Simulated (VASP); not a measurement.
Input of a VASP 6.6.1 run:

The input INCAR:

```
PREC = Accurate
ENCUT = 520
EDIFF = 1E-6
ISMEAR = -1
SIGMA = 0.06122561905347299
LREAL = False
LASPH = True
NELM = 60
ALGO = Normal
ISIF = 2
LWAVE = False
LCHARG = False
GGA = PE
NBANDS = 18
```

File KPOINTS:

```
Automatic mesh
0
Gamma
  12 12 12
```

The input POSCAR:

```
AgO2
1.0
    0.0000000000      2.6315665838      2.6315665838
    2.6315665838      0.0000000000      2.6315665838
    2.6315665838      2.6315665838      0.0000000000
Ag O
1 2
Direct
    0.0000000000      0.0000000000      0.0000000000
    0.2500000000      0.2500000000      0.2500000000
    0.7500000000      0.7500000000      0.7500000000
```

Potentials or basis: VASP PAW PBE potentials, release 64 (Ag, O).

Run with:

```sh
$ cat potpaw_PBE.64/Ag/POTCAR potpaw_PBE.64/O/POTCAR > POTCAR
$ mpirun -np 1 vasp_std > vasp.out
```

Problem. Estimate the band gap on the k mesh.

Solution. Zero (an odd number of electrons rules out a gap without spin polarisation).

Problem. What does it give for the pressure?

Solution. -7.2 GPa.

Caveat: the cell stands under tension; an odd number of electrons without spin polarisation forces a metal; a magnetic or distorted state may lie lower.
